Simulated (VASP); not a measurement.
# MnS (Fm-3m) in VASP: notebook

MnS is run at these levels: PBEsol; tasks: single point.

Program: VASP 6.6.1. These are calculated values, not measurements. Logs are shortened: lines on timing, memory, paths and dates and some standing lists are left out, and cuts for length are marked.

**1. The cell of the first run**

Symmetry: Fm-3m, No. 225, cubic system. The conventional cell has a = 5.103 Å, b = 5.103 Å, c = 5.103 Å, α = 90.00°, β = 90.00°, γ = 90.00°. Mn (site symmetry m-3m) has 6 S at 2.55 Å within 3.4 Å. S (site symmetry m-3m) has 6 Mn at 2.55 Å within 3.4 Å.

**2. Single point, PBEsol, collinear spin, ferromagnetic start (16.61 Å³/atom)**

Input file INCAR:

```
  PREC = Accurate
  ENCUT = 520
  EDIFF = 1E-6
  ISMEAR = -1
  SIGMA = 0.05
  LREAL = F
  LASPH = T
  NELM = 150
  ALGO = Normal
  ISIF = 2
  LWAVE = F
  LCHARG = F
  ISPIN = 2
  MAGMOM = 4 0
  LORBIT = 11
  LMAXMIX = 4
  GGA = PS
  NBANDS = 20
```

Input file KPOINTS:

```
Automatic mesh
0
Gamma
  9 9 9
```

Input file POSCAR:

```
MnS
1.0
    0.0000000000      2.5513320201      2.5513320201
    2.5513320201      0.0000000000      2.5513320201
    2.5513320201      2.5513320201      0.0000000000
Mn S
1 1
Direct
    0.0000000000      0.0000000000      0.0000000000
    0.5000000000      0.5000000000      0.5000000000
```

Potentials or basis: VASP PAW PBE potentials, release 64 (Mn_pv, S).

The run is started by

```bash
> cat potpaw_PBE.64/Mn_pv/POTCAR potpaw_PBE.64/S/POTCAR > POTCAR
> mpirun -np 1 vasp_std > vasp.out
```

OUTCAR:

```text
PREC = Accurate
   ENCUT = 520
   EDIFF = 1E-6
   ISMEAR = -1
   LREAL = F
   LASPH = T
   NELM = 150
   ISIF = 2
   ISPIN = 2
   LORBIT = 11
   GGA = PS

 ion  position               nearest neighbor table
   1  0.000  0.000  0.000-   2 2.55   2 2.55   2 2.55   2 2.55   2 2.55   2 2.55
   2  0.500  0.500  0.500-   1 2.55   1 2.55   1 2.55   1 2.55   1 2.55   1 2.55

  LATTYP: Found a face centered cubic cell.
 ALAT       =     5.1026640402

  Lattice vectors:

 A1 = (   0.0000000000,   2.5513320201,   2.5513320201)
 A2 = (   2.5513320201,   0.0000000000,   2.5513320201)
 A3 = (   2.5513320201,   2.5513320201,   0.0000000000)

Analysis of symmetry for initial positions (statically):
=====================================================================
 Subroutine PRICEL returns:
 Original cell was already a primitive cell.

 Routine SETGRP: Setting up the symmetry group for a
 face centered cubic supercell.

 Subroutine GETGRP returns: Found 48 space group operations
 (whereof 48 operations were pure point group operations)
 out of a pool of 48 trial point group operations.

The static configuration has the point symmetry O_h .

Analysis of symmetry for dynamics (positions and initial velocities):
=====================================================================
 Subroutine PRICEL returns:
 Original cell was already a primitive cell.

 Routine SETGRP: Setting up the symmetry group for a
 face centered cubic supercell.

 Subroutine GETGRP returns: Found 48 space group operations
 (whereof 48 operations were pure point group operations)
 out of a pool of 48 trial point group operations.

The dynamic configuration has the point symmetry O_h .

Analysis of structural, dynamic, and magnetic symmetry:
=====================================================================
 Subroutine PRICEL returns:
 Original cell was already a primitive cell.

 Routine SETGRP: Setting up the symmetry group for a
 face centered cubic supercell.

 Subroutine GETGRP returns: Found 48 space group operations
 (whereof 48 operations were pure point group operations)
 out of a pool of 48 trial point group operations.

The overall configuration has the point symmetry O_h .

 Subroutine INISYM returns: Found 48 space group operations
 (whereof 48 operations are pure point group operations),
 and found     1 'primitive' translations

----------------------------------------------------------------------------------------

                                     Primitive cell

  volume of cell :      33.2147

  direct lattice vectors                    reciprocal lattice vectors
     0.000000000  2.551332020  2.551332020    -0.195976061  0.195976061  0.195976061
     2.551332020  0.000000000  2.551332020     0.195976061 -0.195976061  0.195976061
     2.551332020  2.551332020  0.000000000     0.195976061  0.195976061 -0.195976061

  length of vectors
     3.608128345  3.608128345  3.608128345     0.339440495  0.339440495  0.339440495

  position of ions in fractional coordinates (direct lattice)
     0.000000000  0.000000000  0.000000000
     0.500000000  0.500000000  0.500000000

  ion indices of the primitive-cell ions
   primitive index   ion index
                 1           1
                 2           2

----------------------------------------------------------------------------------------

 KPOINTS: Automatic mesh

Automatic generation of k-mesh.
 Grid dimensions read from file:
 generate k-points for:    9    9    9

 Generating k-lattice:

  Cartesian coordinates                     Fractional coordinates (reciprocal lattice)
    -0.021775118  0.021775118  0.021775118     0.111111111  0.000000000  0.000000000
     0.021775118 -0.021775118  0.021775118     0.000000000  0.111111111  0.000000000
     0.021775118  0.021775118 -0.021775118     0.000000000  0.000000000  0.111111111

  Length of vectors
     0.037715611  0.037715611  0.037715611

  Shift w.r.t. Gamma in fractional coordinates (k-lattice)
     0.000000000  0.000000000  0.000000000

 Subroutine IBZKPT returns following result:
 ===========================================

 Found     35 irreducible k-points:

 Following reciprocal coordinates:
            Coordinates               Weight
  0.000000  0.000000  0.000000      1.000000
  0.111111  0.000000  0.000000      8.000000
  0.222222  0.000000  0.000000      8.000000
  0.333333  0.000000  0.000000      8.000000
  0.444444  0.000000  0.000000      8.000000
  0.111111  0.111111  0.000000      6.000000
[... 16 lines left out ...]
 -0.333333  0.333333  0.000000     12.000000
  0.444444  0.444444  0.000000      6.000000
 [... further k-points ...]
   k-points           NKPTS =     35   k-points in BZ     NKDIM =     35   number of bands    NBANDS=     20
   number of dos      NEDOS =    301   number of ions     NIONS =      2
   total plane-waves  NPLWV =  21952
   dimension x,y,z NGX =    28 NGY =   28 NGZ =   28
   dimension x,y,z NGXF=    56 NGYF=   56 NGZF=   56
   ions per type =               1   1
   NGX,Y,Z   is equivalent  to a cutoff of  12.90, 12.90, 12.90 a.u.
   NGXF,Y,Z  is equivalent  to a cutoff of  25.80, 25.80, 25.80 a.u.
 SYSTEM =  unknown system
   PREC   = accura    normal or accurate (medium, high low for compatibility)
   ISTART =      0    job   : 0-new  1-cont  2-samecut
   ICHARG =      2    charge: 1-file 2-atom 10-const
   ISPIN  =      2    spin polarized calculation?
   LNONCOLLINEAR =      F non collinear calculations
   LSORBIT =      F    spin-orbit coupling
   LASPH  =      T    aspherical Exc in radial PAW
   ENCUT  =  520.0 eV  38.22 Ry    6.18 a.u.   6.71  6.71  6.71*2*pi/ulx,y,z
   NELM   =    150;   NELMIN=  2; NELMDL= -5     # of ELM steps
   EDIFF  = 0.1E-05   stopping-criterion for ELM
   LREAL  =      F    real-space projection
   EDIFFG = 0.1E-04   stopping-criterion for IOM
   NSW    =      0    number of steps for IOM
   IBRION =     -1    ionic relax: 0-MD 1-quasi-New 2-CG
   NFREE  =      0    steps in history (QN), initial steepest desc. (CG)
   ISIF   =      2    stress and relaxation
   ISYM   =      2    0-nonsym 1-usesym 2-fastsym
   POTIM  = 0.5000    time-step for ionic-motion
   TEBEG  =    0.0;   TEEND  =   0.0 temperature during run
   PSTRESS=    0.0 pullay stress
   NELECT =      19.0000    total number of electrons
   NUPDOWN=      -1.0000    fix difference up-down
   EMIN   =  10.00;   EMAX   =-10.00  energy-range for DOS
   EFERMI =   0.00;   METHOD = LEGACY
   ISMEAR =    -1;   SIGMA  =   0.05  broadening in eV -4-tet -1-fermi 0-gaus
   EFERMI_NEDOS =   21; number of points for ismear=-14 and -15
   IALGO  =     38    algorithm
   IMIX   =      4    mixing-type and parameters
     AMIX     =   0.40;   BMIX     =  1.00
     AMIX_MAG =   1.60;   BMIX_MAG =  1.00
  volume/ion in A,a.u.               =      16.61       112.07
  Fermi-wavevector in a.u.,A,eV,Ry     =   1.358988  2.568116 25.127909  1.846849
  Thomas-Fermi vector in A             =   2.485775
   LORBIT       =     11    0 simple, 1 ext, 2 COOP (PROOUT), +10 PAW based schemes
   GGA     = PS    functional components
   LHFCALC =     F    Hartree Fock is set to
   AEXX    =    0.0000 exact exchange contribution
   IVDW    =     0    specifies the selected vdW correction
   LEPSILON=     F    determine dielectric tensor
   LRPA    =     F    only Hartree local field effects (RPA)
 spin polarized calculation
  energy-cutoff  :      520.00
  volume of cell :       33.21
 maximum number of plane-waves:       914
   NGX = 13   NGY = 13   NGZ = 13

 number of electron      19.0000008 magnetization       4.5019086

 Free energy of the ion-electron system (eV)
  ---------------------------------------------------
  ext. energy  EPLUGINS =         0.00000000
  ---------------------------------------------------
  free energy    TOTEN  =       -14.93476737 eV

  energy without entropy =      -14.92524725  energy(sigma->0) =      -14.93000731

 E-fermi :   7.2474     XC(G=0): -11.1273

 val. band max:        7.2442280720   @ k =   0.4444   0.2222   0.1111
 cond. band min:       7.3012760291   @ k =   0.4444   0.2222   0.0000
 fundamental gap:      0.0570479571
 Fermi energy:         7.2473713299

 spin component 1

 k-point     1 :       0.0000    0.0000    0.0000
  band No.  band energies     occupation
      1     -43.1852      1.00000
      2     -43.1852      1.00000
      3     -43.1852      1.00000
      4      -7.7930      1.00000
      5       3.8616      1.00000
      6       3.8616      1.00000
[... 12 lines left out ...]
     19      19.3023      0.00000
     20      19.9152      0.00000

 k-point     2 :       0.1111    0.0000    0.0000
  band No.  band energies     occupation
      1     -43.1865      1.00000
      2     -43.1854      1.00000
      3     -43.1854      1.00000
      4      -7.6549      1.00000
      5       3.4648      1.00000
      6       3.5233      1.00000
[... 498 lines left out ...]
 k-point    24 :       0.4444    0.4444    0.0000
  band No.  band energies     occupation
      1     -43.1953      1.00000
      2     -43.1895      1.00000
      3     -43.1895      1.00000
      4      -6.1923      1.00000
      5       0.8789      1.00000
      6       3.2450      1.00000
[... 12 lines left out ...]
     19      22.2721      0.00000
     20      22.2721      0.00000

 [... further k-points ...]

 spin component 2

 k-point     1 :       0.0000    0.0000    0.0000
  band No.  band energies     occupation
      1     -38.8832      1.00000
      2     -38.8832      1.00000
      3     -38.8832      1.00000
      4      -7.4782      1.00000
      5       5.5216      1.00000
      6       5.5216      1.00000
[... 12 lines left out ...]
     19      20.4071      0.00000
     20      21.4914      0.00000

 k-point     2 :       0.1111    0.0000    0.0000
  band No.  band energies     occupation
      1     -38.8850      1.00000
      2     -38.8835      1.00000
      3     -38.8835      1.00000
      4      -7.3455      1.00000
      5       4.5665      1.00000
      6       5.1000      1.00000
[... 498 lines left out ...]
 k-point    24 :       0.4444    0.4444    0.0000
  band No.  band energies     occupation
      1     -38.8966      1.00000
      2     -38.8888      1.00000
      3     -38.8888      1.00000
      4      -5.9072      1.00000
      5       1.3175      1.00000
      6       3.8899      1.00000
[... 12 lines left out ...]
     19      22.7132      0.00000
     20      22.7132      0.00000

 [... further k-points ...]
[... 5 lines left out ...]
  --------------------------------------------------------------------------------------
  -------------------------------------------------------------------------------------
  Total       -0.9645464     -0.9645464     -0.9645464     -0.0000000      0.0000000      0.0000000
  in kB      -46.5267559    -46.5267559    -46.5267559     -0.0000000      0.0000000      0.0000000
  external PRESSURE =     -46.5267559 kB  Pullay stress =       0.0000000 kB

 VOLUME and BASIS-vectors are now :
 -----------------------------------------------------------------------------
  energy-cutoff  :      520.00
  volume of cell :       33.21
      direct lattice vectors                 reciprocal lattice vectors
     0.000000000  2.551332020  2.551332020    -0.195976061  0.195976061  0.195976061
     2.551332020  0.000000000  2.551332020     0.195976061 -0.195976061  0.195976061
     2.551332020  2.551332020  0.000000000     0.195976061  0.195976061 -0.195976061

 POSITION                                       TOTAL-FORCE (eV/Angst)
 -----------------------------------------------------------------------------------
      0.00000      0.00000      0.00000         0.000000     -0.000000     -0.000000
      2.55133      2.55133      2.55133         0.000000      0.000000      0.000000
 -----------------------------------------------------------------------------------
    total drift:                               -0.000000      0.000000      0.000000

  FREE ENERGIE OF THE ION-ELECTRON SYSTEM (eV)
  ---------------------------------------------------
  free  energy   TOTEN  =       -14.9347673713 eV

  energy  without entropy=      -14.9252472538  energy(sigma->0) =      -14.93000731

 total charge

# of ion       s       p       d       tot
------------------------------------------
    1        0.229   6.185   4.961  11.376
    2        1.322   2.380   0.000   3.702
--------------------------------------------------
tot          1.552   8.565   4.961  15.078

 magnetization (x)

# of ion       s       p       d       tot
------------------------------------------
    1        0.052   0.041   4.000   4.093
    2        0.026   0.059   0.000   0.086
--------------------------------------------------
tot          0.078   0.101   4.000   4.179
```

Run time: 63 s. Hardware: 1 thread of Intel Xeon 8259CL, shared host; peak memory 0.19 GiB.

Results:

| Property | Result |
| --- | --- |
| Free energy | -14.9348 eV |
| Pressure | -4.7 GPa |
| Net moment | 4.50 μB per cell |
| Site moments | Mn +4.09; S +0.09 μB |
| Valence electrons inside the program's atomic spheres | Mn 11.38; S 3.70 |

Caveat: the cell stands under tension; the PAW data sets were made with another functional, which shifts forces and pressure a little; a cell with one magnetic atom can't hold antiferromagnetic order, which such compounds often take; semilocal functionals often make such compounds metallic where correlation or magnetic order opens a gap, which also shifts bond lengths. With open d or f shells a metallic result of PBEsol can be an artefact of self-interaction; +U or a hybrid may open a gap.

[end of part 1 of 3]
